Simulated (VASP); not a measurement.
# PbS (R3m) in VASP: further runs

PbS is run at these levels: PBE+D3(BJ); tasks: single point.

Everything below comes from runs of VASP 6.6.1. Logs are shortened: lines on timing, memory, paths and dates and some standing lists are left out, and cuts for length are marked.

### Step 1. The cell of the first run

Symmetry: R3m, No. 160, trigonal system. The conventional cell has a = 4.225 Å, b = 4.225 Å, c = 10.356 Å, α = 90.00°, β = 90.00°, γ = 120.00°. Within 3.9 Å of Pb (site symmetry 3m) lie 6 S at 2.98 to 2.99 Å. Within 3.9 Å of S (site symmetry 3m) lie 6 Pb at 2.98 to 2.99 Å.

### Step 2. Single point, PBE+D3(BJ)

Contents of INCAR:

```
  ALGO = Normal
  EDIFF = 1E-6
  ENCUT = 520
  GGA = PE
  ISIF = 2
  ISMEAR = 0
  IVDW = 12
  LASPH = T
  LCHARG = T
  LELF = T
  LREAL = F
  LVHAR = T
  LWAVE = F
  NBANDS = 17
  NELM = 80
  PREC = Accurate
  SIGMA = 0.02
```

Contents of KPOINTS:

```
k-points
0
Gamma
  12 12 12
```

Contents of POSCAR:

```
PbS
1.0
    2.1126617058      1.2197458045      3.4519162518
   -2.1126617058      1.2197458045      3.4519162518
    0.0000000000     -2.4394916091      3.4519162518
Pb S
1 1
Direct
    0.9781344677      0.9781344677      0.9781344677
    0.4774668623      0.4774668623      0.4774668623
```

Potentials or basis: VASP PAW PBE potentials, release 64 (Pb_d, S).

Launch:

```sh
$ cat potpaw_PBE.64/Pb_d/POTCAR potpaw_PBE.64/S/POTCAR > POTCAR
$ mpirun -np 1 vasp_std > vasp.out
```

OUTCAR:

```text
EDIFF = 1E-6
   ENCUT = 520
   GGA = PE
   ISIF = 2
   ISMEAR = 0
   IVDW = 12
   LASPH = T
   LREAL = F
   NELM = 80
   PREC = Accurate
 IVDW          = 12

 ion  position               nearest neighbor table
   1  0.978  0.978  0.978-   2 2.98   2 2.98   2 2.98   2 2.99   2 2.99   2 2.99
   2  0.477  0.477  0.477-   1 2.98   1 2.98   1 2.98   1 2.99   1 2.99   1 2.99

  LATTYP: Found a trigonal (rhomboedric) cell.
 ALAT       =     4.2269191050
 COS(alpha) =     0.5003774362

  Lattice vectors:

 A1 = (   2.1126617058,   1.2197458045,   3.4519162518)
 A2 = (  -2.1126617058,   1.2197458045,   3.4519162518)
 A3 = (   0.0000000000,  -2.4394916091,   3.4519162518)

Analysis of symmetry for initial positions (statically):
=====================================================================
 Subroutine PRICEL returns:
 Original cell was already a primitive cell.

 Routine SETGRP: Setting up the symmetry group for a
 trigonal (rhombohedral) supercell.

 Subroutine GETGRP returns: Found  6 space group operations
 (whereof  6 operations were pure point group operations)
 out of a pool of 12 trial point group operations.

The static configuration has the point symmetry C_3v.

Analysis of symmetry for dynamics (positions and initial velocities):
=====================================================================
 Subroutine PRICEL returns:
 Original cell was already a primitive cell.

 Routine SETGRP: Setting up the symmetry group for a
 trigonal (rhombohedral) supercell.

 Subroutine GETGRP returns: Found  6 space group operations
 (whereof  6 operations were pure point group operations)
 out of a pool of 12 trial point group operations.

The dynamic configuration has the point symmetry C_3v.

 Subroutine INISYM returns: Found  6 space group operations
 (whereof  6 operations are pure point group operations),
 and found     1 'primitive' translations

----------------------------------------------------------------------------------------

                                     Primitive cell

  volume of cell :      53.3717

  direct lattice vectors                    reciprocal lattice vectors
     2.112661706  1.219745805  3.451916252     0.236668274  0.136640492  0.096564722
    -2.112661706  1.219745805  3.451916252    -0.236668274  0.136640492  0.096564722
     0.000000000 -2.439491609  3.451916252     0.000000000 -0.273280984  0.096564722

  length of vectors
     4.226919105  4.226919105  4.226919105     0.289840028  0.289840028  0.289840028

  position of ions in fractional coordinates (direct lattice)
     0.978134468  0.978134468  0.978134468
     0.477466862  0.477466862  0.477466862

  ion indices of the primitive-cell ions
   primitive index   ion index
                 1           1
                 2           2

----------------------------------------------------------------------------------------

 KPOINTS: k-points

Automatic generation of k-mesh.
 Grid dimensions read from file:
 generate k-points for:   12   12   12

 Generating k-lattice:

  Cartesian coordinates                     Fractional coordinates (reciprocal lattice)
     0.019722356  0.011386708  0.008047060     0.083333333  0.000000000  0.000000000
    -0.019722356  0.011386708  0.008047060     0.000000000  0.083333333  0.000000000
     0.000000000 -0.022773415  0.008047060     0.000000000  0.000000000  0.083333333

  Length of vectors
     0.024153336  0.024153336  0.024153336

  Shift w.r.t. Gamma in fractional coordinates (k-lattice)
     0.000000000  0.000000000  0.000000000

 Subroutine IBZKPT returns following result:
 ===========================================

 Found    189 irreducible k-points:

 Following reciprocal coordinates:
            Coordinates               Weight
  0.000000  0.000000  0.000000      1.000000
  0.083333 -0.000000 -0.000000      6.000000
  0.166667 -0.000000  0.000000      6.000000
  0.250000  0.000000  0.000000      6.000000
  0.333333 -0.000000 -0.000000      6.000000
  0.416667  0.000000  0.000000      6.000000
[... 16 lines left out ...]
  0.500000  0.166667  0.000000     12.000000
 -0.416667  0.166667 -0.000000     12.000000
 [... further k-points ...]
   k-points           NKPTS =    189   k-points in BZ     NKDIM =    189   number of bands    NBANDS=     17
   number of dos      NEDOS =    301   number of ions     NIONS =      2
   total plane-waves  NPLWV =  32768
   dimension x,y,z NGX =    32 NGY =   32 NGZ =   32
   dimension x,y,z NGXF=    64 NGYF=   64 NGZF=   64
   ions per type =               1   1
   NGX,Y,Z   is equivalent  to a cutoff of  12.59, 12.59, 12.59 a.u.
   NGXF,Y,Z  is equivalent  to a cutoff of  25.17, 25.17, 25.17 a.u.
 SYSTEM =  unknown system
   PREC   = accura    normal or accurate (medium, high low for compatibility)
   ISTART =      0    job   : 0-new  1-cont  2-samecut
   ICHARG =      2    charge: 1-file 2-atom 10-const
   ISPIN  =      1    spin polarized calculation?
   LNONCOLLINEAR =      F non collinear calculations
   LSORBIT =      F    spin-orbit coupling
   LASPH  =      T    aspherical Exc in radial PAW
   ENCUT  =  520.0 eV  38.22 Ry    6.18 a.u.   7.86  7.86  7.86*2*pi/ulx,y,z
   NELM   =     80;   NELMIN=  2; NELMDL= -5     # of ELM steps
   EDIFF  = 0.1E-05   stopping-criterion for ELM
   LREAL  =      F    real-space projection
   EDIFFG = 0.1E-04   stopping-criterion for IOM
   NSW    =      0    number of steps for IOM
   IBRION =     -1    ionic relax: 0-MD 1-quasi-New 2-CG
   NFREE  =      0    steps in history (QN), initial steepest desc. (CG)
   ISIF   =      2    stress and relaxation
   ISYM   =      2    0-nonsym 1-usesym 2-fastsym
   POTIM  = 0.5000    time-step for ionic-motion
   TEBEG  =    0.0;   TEEND  =   0.0 temperature during run
   PSTRESS=    0.0 pullay stress
   NELECT =      20.0000    total number of electrons
   NUPDOWN=      -1.0000    fix difference up-down
   EMIN   =  10.00;   EMAX   =-10.00  energy-range for DOS
   EFERMI =   0.00;   METHOD = LEGACY
   ISMEAR =     0;   SIGMA  =   0.02  broadening in eV -4-tet -1-fermi 0-gaus
   EFERMI_NEDOS =   21; number of points for ismear=-14 and -15
   IALGO  =     38    algorithm
   IMIX   =      4    mixing-type and parameters
     AMIX     =   0.40;   BMIX     =  1.00
     AMIX_MAG =   1.60;   BMIX_MAG =  1.00
  volume/ion in A,a.u.               =      26.69       180.08
  Fermi-wavevector in a.u.,A,eV,Ry     =   1.180270  2.230386 18.953411  1.393036
  Thomas-Fermi vector in A             =   2.316565
   LORBIT       =      0    0 simple, 1 ext, 2 COOP (PROOUT), +10 PAW based schemes
   GGA     = PE    functional components
   LHFCALC =     F    Hartree Fock is set to
   AEXX    =    0.0000 exact exchange contribution
   IVDW    =    12    specifies the selected vdW correction
   LEPSILON=     F    determine dielectric tensor
   LRPA    =     F    only Hartree local field effects (RPA)
 non-spin polarized calculation
 Gauss-broadening in eV      SIGMA  =   0.02
  energy-cutoff  :      520.00
  volume of cell :       53.37
 maximum number of plane-waves:      1459
   NGX = 15   NGY = 15   NGZ = 15

 number of electron      19.9999999 magnetization

 Free energy of the ion-electron system (eV)
  ---------------------------------------------------
  ext. energy  EPLUGINS =         0.00000000
  ---------------------------------------------------
  free energy    TOTEN  =        -8.76705381 eV

  energy without entropy =       -8.76705381  energy(sigma->0) =       -8.76705381

 E-fermi :   5.5892     XC(G=0):  -9.5755

 val. band max:        5.5045480116   @ k =   0.5000   0.5000   0.5000
 cond. band min:       5.9470536594   @ k =   0.5000   0.0000   0.0000
 fundamental gap:      0.4425056477
 Fermi energy:         5.5891996000

 k-point     1 :       0.0000    0.0000    0.0000
  band No.  band energies     occupation
      1     -11.2629      2.00000
      2     -11.2629      2.00000
      3     -11.2628      2.00000
      4     -11.2459      2.00000
      5     -11.2459      2.00000
      6      -7.8676      2.00000
[... 9 lines left out ...]
     16      12.3171      0.00000
     17      14.2498      0.00000

 k-point     2 :       0.0833   -0.0000   -0.0000
  band No.  band energies     occupation
      1     -11.2625      2.00000
      2     -11.2611      2.00000
      3     -11.2611      2.00000
      4     -11.2466      2.00000
      5     -11.2466      2.00000
      6      -7.8100      2.00000
[... 9 lines left out ...]
     16      12.4938      0.00000
     17      14.8458      0.00000

 k-point     3 :       0.1667   -0.0000    0.0000
  band No.  band energies     occupation
      1     -11.2617      2.00000
      2     -11.2599      2.00000
      3     -11.2598      2.00000
      4     -11.2453      2.00000
      5     -11.2452      2.00000
      6      -7.6426      2.00000
[... 9 lines left out ...]
     16      12.9106      0.00000
     17      16.0183      0.00000

 k-point     4 :       0.2500    0.0000    0.0000
  band No.  band energies     occupation
      1     -11.2644      2.00000
      2     -11.2642      2.00000
      3     -11.2607      2.00000
      4     -11.2373      2.00000
      5     -11.2372      2.00000
      6      -7.3839      2.00000
[... 9 lines left out ...]
     16      13.5202      0.00000
     17      17.3405      0.00000
[... 343 lines left out ...]
      1     -11.2970      2.00000
      2     -11.2616      2.00000
      3     -11.2572      2.00000
      4     -11.2330      2.00000
      5     -11.2175      2.00000
      6      -6.8087      2.00000
[... 9 lines left out ...]
     16      15.8796      0.00000
     17      16.8173      0.00000

 k-point    23 :       0.5000    0.1667    0.0000
  band No.  band energies     occupation
      1     -11.2986      2.00000
      2     -11.2624      2.00000
      3     -11.2560      2.00000
      4     -11.2307      2.00000
      5     -11.2158      2.00000
      6      -6.5948      2.00000
[... 9 lines left out ...]
     16      15.9555      0.00000
     17      16.3629      0.00000

 k-point    24 :      -0.4167    0.1667   -0.0000
  band No.  band energies     occupation
      1     -11.2946      2.00000
      2     -11.2656      2.00000
      3     -11.2527      2.00000
      4     -11.2293      2.00000
      5     -11.2197      2.00000
      6      -6.5617      2.00000
[... 9 lines left out ...]
     16      15.1130      0.00000
     17      16.9478      0.00000

 [... further k-points ...]

------------------------ aborting loop because EDIFF is reached ----------------------------------------

 Edisp (eV)   -0.67862

 E8    (eV) :    -0.3058

  FORCE on cell =-STRESS in cart. coord.  units (eV):
  Direction    XX          YY          ZZ          XY          YZ          ZX
  --------------------------------------------------------------------------------------
  -------------------------------------------------------------------------------------
  Total      -0.41520    -0.41520    -0.42227     0.00000     0.00000     0.00000
  in kB     -12.46387   -12.46387   -12.67627     0.00000     0.00000     0.00000
  external pressure =      -12.53 kB  Pullay stress =        0.00 kB

 VOLUME and BASIS-vectors are now :
 -----------------------------------------------------------------------------
  energy-cutoff  :      520.00
  volume of cell :       53.37
      direct lattice vectors                 reciprocal lattice vectors
     2.112661706  1.219745805  3.451916252     0.236668274  0.136640492  0.096564722
    -2.112661706  1.219745805  3.451916252    -0.236668274  0.136640492  0.096564722
     0.000000000 -2.439491609  3.451916252     0.000000000 -0.273280984  0.096564722

 POSITION                                       TOTAL-FORCE (eV/Angst)
 -----------------------------------------------------------------------------------
      0.00000     -0.00000     10.12931         0.000000      0.000000     -0.002173
      0.00000     -0.00000      4.94453         0.000000     -0.000000      0.002173
 -----------------------------------------------------------------------------------
    total drift:                                0.000000     -0.000000      0.000247

  FREE ENERGIE OF THE ION-ELECTRON SYSTEM (eV)
  ---------------------------------------------------
  free  energy   TOTEN  =        -9.4456775113 eV

  energy  without entropy=       -9.4456775113  energy(sigma->0) =       -9.44567751
```

Run time: 46 s. Hardware: 1 thread of Intel Xeon 6975P-C (Granite Rapids), shared host; peak memory 0.3 GiB.

What came out:

```
Free energy                : -9.4457 eV
Pressure                   : -1.3 GPa
Band gap on the k mesh     : 0.44 eV, indirect (the least direct gap lies 2.3 meV higher)
Dispersion energy per atom : -0.339 eV
```

Forces in eV/Å, atoms in the order of the input:
```
Pb   0.000  0.000 -0.002
S    0.000  0.000  0.002
```

Caveat: spin-orbit coupling is left out, which moves the levels of the heavy elements. A k mesh can miss the band edges.

### Step 3. Single point, PBE+D3(BJ) (volume scaled by 1.03, then relaxed in part)

Contents of INCAR:

```
PREC = Accurate
ENCUT = 520
EDIFF = 1E-6
ISMEAR = 0
SIGMA = 0.02
LREAL = F
LASPH = T
NELM = 60
ALGO = Normal
ISIF = 2
LWAVE = F
LCHARG = F
GGA = PE
IVDW = 12
NBANDS = 17
```

Contents of KPOINTS:

```
Automatic mesh
0
Gamma
  12 12 12
```

Contents of POSCAR:

```
PbS
1.0
    2.1183352689      1.2230214377      3.4619282818
   -2.1183352689      1.2230214377      3.4619282818
    0.0000000000     -2.4460428755      3.4619282818
Pb S
1 1
Direct
    0.9779892341      0.9779892341      0.9779892341
    0.4776120959      0.4776120959      0.4776120959
```

Potentials or basis: VASP PAW PBE potentials, release 64 (Pb_d, S).

Launch:

```sh
$ cat potpaw_PBE.64/Pb_d/POTCAR potpaw_PBE.64/S/POTCAR > POTCAR
$ mpirun -np 1 vasp_std > vasp.out
```

OUTCAR:

```text
PREC = Accurate
   ENCUT = 520
   EDIFF = 1E-6
   ISMEAR = 0
   LREAL = F
   LASPH = T
   NELM = 60
   ISIF = 2
   GGA = PE
   IVDW = 12
 IVDW          = 12

 ion  position               nearest neighbor table
   1  0.978  0.978  0.978-   2 2.99   2 2.99   2 2.99   2 3.00   2 3.00   2 3.00
   2  0.478  0.478  0.478-   1 2.99   1 2.99   1 2.99   1 3.00   1 3.00   1 3.00

  LATTYP: Found a trigonal (rhomboedric) cell.
 ALAT       =     4.2388764050
 COS(alpha) =     0.5005202542

[... 668 lines left out ...]

------------------------ aborting loop because EDIFF is reached ----------------------------------------

 Edisp (eV)   -0.67300

 E8    (eV) :    -0.3033

  FORCE on cell =-STRESS in cart. coord.  units (eV):
  Direction    XX          YY          ZZ          XY          YZ          ZX
  --------------------------------------------------------------------------------------
  -------------------------------------------------------------------------------------
  Total      -0.55970    -0.55970    -0.56983     0.00000     0.00000     0.00000
  in kB     -16.66364   -16.66364   -16.96523     0.00000     0.00000     0.00000
  external pressure =      -16.76 kB  Pullay stress =        0.00 kB

 VOLUME and BASIS-vectors are now :
 -----------------------------------------------------------------------------
  energy-cutoff  :      520.00
  volume of cell :       53.81
      direct lattice vectors                 reciprocal lattice vectors
     2.118335269  1.223021438  3.461928282     0.236034403  0.136274526  0.096285453
    -2.118335269  1.223021438  3.461928282    -0.236034403  0.136274526  0.096285453
     0.000000000 -2.446042875  3.461928282     0.000000000 -0.272549052  0.096285453

 POSITION                                       TOTAL-FORCE (eV/Angst)
 -----------------------------------------------------------------------------------
      0.00000     -0.00000     10.15719         0.000000      0.000000     -0.000852
      0.00000     -0.00000      4.96038         0.000000     -0.000000      0.000852
 -----------------------------------------------------------------------------------
    total drift:                                0.000000     -0.000000      0.000282

  FREE ENERGIE OF THE ION-ELECTRON SYSTEM (eV)
  ---------------------------------------------------
  free  energy   TOTEN  =        -9.4418581550 eV

  energy  without entropy=       -9.4418581550  energy(sigma->0) =       -9.44185816
```

stdout:

```text
POSCAR found type information on POSCAR PbS
 POSCAR found :  2 types and       2 ions
 scaLAPACK will be used
 LDA part: xc-table for (Slater+PW92), standard interpolation
 POSCAR, INCAR and KPOINTS ok, starting setup
 FFT: planning ... GRIDC
 FFT: planning ... GRID_SOFT
 FFT: planning ... GRID
 WAVECAR not read
 entering main loop
```

Wall time 43 s (1 thread of Intel Xeon 6975P-C (Granite Rapids), shared host); peak memory 0.31 GiB.

What came out:

- Free energy: -9.4419 eV
- Pressure: -1.7 GPa
- Band gap on the k mesh: 0.47 eV, indirect (the least direct gap lies 3.7 meV higher)
- Dispersion energy per atom: -0.337 eV

Levels at points of the mesh, in eV from the valence-band top:
```
           k point  band 8  band 9  band 10  band 11  band 12  band 13
(0.00, 0.00, 0.00)   -2.00   -1.99    -1.99     5.15     5.15     5.15
(0.50, 0.00, 0.00)   -1.63   -1.62     0.00     0.47     2.05     2.06
(0.50, 0.50, 0.00)   -4.90   -3.21    -3.21     4.03     5.50     5.59
(0.50, 0.50, 0.50)   -1.62   -1.62     0.00     0.47     2.06     2.06
```

Caveat: spin-orbit coupling is left out, which moves the levels of the heavy elements. A k mesh can miss the band edges.

### Step 4. Single point, PBE+D3(BJ) (volume scaled by 1.06, then relaxed in part)

Contents of INCAR:

```
SYSTEM = PbS
  PREC = Accurate
  ENCUT = 520
  EDIFF = 1E-7
  ISMEAR = 0
  SIGMA = 0.02
  LREAL = .False.
  LASPH = .True.
  NELM = 100
  ALGO = Normal
  ISIF = 2
  LWAVE = .False.
  LCHARG = .False.
  GGA = PE
  IVDW = 12
  NBANDS = 17
```

Contents of KPOINTS:

```
regular mesh
0
Gamma
  12 12 12
  0 0 0
```

Contents of POSCAR:

```
PbS
1.0
    2.1387051269      1.2347819807      3.4952180960
   -2.1387051269      1.2347819807      3.4952180960
    0.0000000000     -2.4695639615      3.4952180960
Pb S
1 1
Direct
    0.9779892341      0.9779892341      0.9779892341
    0.4776120959      0.4776120959      0.4776120959
```

Launch:

```sh
$ cat potpaw_PBE.64/Pb_d/POTCAR potpaw_PBE.64/S/POTCAR > POTCAR
$ mpirun -np 1 vasp_std > vasp.out
```

It took 47 s on 1 thread of Intel Xeon 6975P-C (Granite Rapids), shared host; peak memory 0.31 GiB.

It converged, with:

```
Free energy                : -9.4196 eV
Pressure                   : -3.0 GPa
Band gap on the k mesh     : 0.56 eV, indirect (the least direct gap lies 3.5 meV higher)
Dispersion energy per atom : -0.327 eV
```

Levels at points of the mesh, in eV from the valence-band top:
| k point | band 6 | band 7 | band 8 | band 9 | band 10 | band 11 | band 12 | band 13 | band 14 | band 15 |
| --- | --- | --- | --- | --- | --- | --- | --- | --- | --- | --- |
| (0.00, 0.00, 0.00) | -13.02 | -6.09 | -1.83 | -1.83 | -1.83 | 5.09 | 5.09 | 5.09 | 6.92 | 6.93 |
| (0.50, 0.00, 0.00) | -11.92 | -8.46 | -1.48 | -1.48 | 0.00 | 0.56 | 2.13 | 2.14 | 8.64 | 10.26 |
| (0.50, 0.50, 0.00) | -11.59 | -7.07 | -4.64 | -3.01 | -3.01 | 4.17 | 5.43 | 5.51 | 5.51 | 11.18 |
| (0.50, 0.50, 0.50) | -11.93 | -8.47 | -1.48 | -1.48 | 0.00 | 0.57 | 2.14 | 2.14 | 8.64 | 10.27 |

Caveat: spin-orbit coupling is left out, which moves the levels of the heavy elements. A k mesh can miss the band edges.

### Step 5. The runs side by side

| cell | gap on the mesh (eV) | pressure (GPa) |
| --- | --- | --- |
| a = 4.227 Å, angles 60.0°, 2 atoms | 0.44 | -1.3 |
| a = 4.239 Å, angles 60.0°, 2 atoms | 0.47 | -1.7 |
| a = 4.280 Å, angles 60.0°, 2 atoms | 0.56 | -3.0 |

Alike in all rows: task single point; level PBE+D3(BJ); potentials or basis VASP PAW PBE potentials, release 64 (Pb_d, S); no spin polarisation; k mesh 12 × 12 × 12; cutoff (eV) 520; smearing gaussian 0.02 eV.

Caveats: spin-orbit coupling is left out, which moves the levels of the heavy elements.

Total energies depend on the potentials used, so only differences within one code and one set of settings carry meaning.
